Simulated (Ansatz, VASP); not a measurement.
**One calculation of W, two programs**

```
W
1.0
    -1.56765    1.56765    1.56765
     1.56765   -1.56765    1.56765
     1.56765    1.56765   -1.56765
W
1
Cartesian
  0.0000 0.0000 0.0000
```

Alike in both runs: functional LDA; k mesh 24 × 24 × 24; no spin polarisation.

Ansatz relaxed the structure, and its values are those at the end. VASP's run is a single point on that final structure, the one shown.

```csv
,VASP,Ansatz
version,VASP 6.6.1,Ansatz 0.2.0
potentials or method,"VASP PAW LDA potentials, release 64 (W_sv)","plane-wave PAW, scalar-relativistic"
plane-wave cutoff (eV),520,420
occupations,"methfessel-paxton of order 1, width 0.1 eV","cold, width 0.1 eV"
valence electrons in the cell,14,14
```

|  | VASP | Ansatz | Ansatz less VASP |
| --- | --- | --- | --- |
| pressure (GPa) | 1.9 | 0.0 | -1.86 |

Ansatz warns that its potentials were made for another functional, while VASP's fit it. LDA's correlation is that of Perdew and Zunger in VASP and of Perdew and Wang (1992) in Ansatz.

Spin-orbit coupling is off throughout.
